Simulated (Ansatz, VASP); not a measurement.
One calculation of Ni, two programs

The input INCAR:

```
SYSTEM = Ni
PREC = Accurate ; ENCUT = 600
EDIFF = 1E-7 ; ISMEAR = -1
SIGMA = 0.1 ; LREAL = .FALSE.
LASPH = .TRUE. ; NELM = 80
ALGO = Normal ; ISIF = 3
LWAVE = .FALSE. ; LCHARG = .FALSE.
GGA = RP ; IBRION = 2
NSW = 80 ; EDIFFG = -0.01
```

The input KPOINTS:

```
regular mesh
0
G
  9 9 13
  0 0 0
```

POSCAR

```
Ni
1.0
    3.9540713024      0.0000000000      0.0000000000
   -1.9770356512      3.4243261962      0.0000000000
    0.0000000000      0.0000000000      2.4238457083
Ni
3
Direct
    0.0000000000      0.0000000000      0.0000000000
    0.3333333333      0.6666666667      0.5000000000
    0.6666666667      0.3333333333      0.5000000000
```

Input for Ansatz:

```yaml
crystal:
  lattice:
    - [3.9540713024, 0.0, 0.0]
    - [-1.9770356512, 3.4243261962, 0.0]
    - [0.0, 0.0, 2.4238457083]
  atoms:
    - { symbol: Ni, position: [0.0, 0.0, 0.0] }
    - { symbol: Ni, position: [0.3333333333, 0.6666666667, 0.5] }
    - { symbol: Ni, position: [0.6666666667, 0.3333333333, 0.5] }
hamiltonian:
  xc: rpbe
  pseudopotentials:
    kind: paw
    azcp:
      Ni: "pseudopotentials/Ni.paw.azcp"
basis:
  ecutwfc: 420
  fft_grid_basis: typed
kpoints:
  mp_grid: { grid: [9, 9, 13], shift: [0, 0, 0] }
magnetization:
  spin_polarized: false
scf:
  occupations: { method: fermi_dirac, width: 0.1 }
relax:
  max_steps: 60
  f_tol: 0.01
  cell: {}
```

Alike in both runs: task relaxation of cell and atoms; functional RPBE; k mesh 9 × 9 × 13; occupations fermi-dirac, width 0.1 eV; no spin polarisation.

```csv
,VASP,Ansatz
version,VASP 6.6.1,Ansatz 0.2.0
potentials or method,"VASP PAW PBE potentials, release 64 (Ni), cutoff 600 eV","plane waves (420 eV) with PAW, scalar-relativistic"
valence electrons in the cell,30,54
```

|  | VASP | Ansatz | Ansatz less VASP |
| --- | --- | --- | --- |
| relaxed volume (Å³/atom) | 11.40 | 11.39 | -0.009 |
| relaxed cell length with the largest relative difference (Å) | 2.428 | 2.427 | -0.0006 |

VASP's potentials were made for PBE, not for RPBE. VASP's potentials hold 30 valence electrons a cell and Ansatz's 54, so a difference there can come from the potentials and not from the codes.
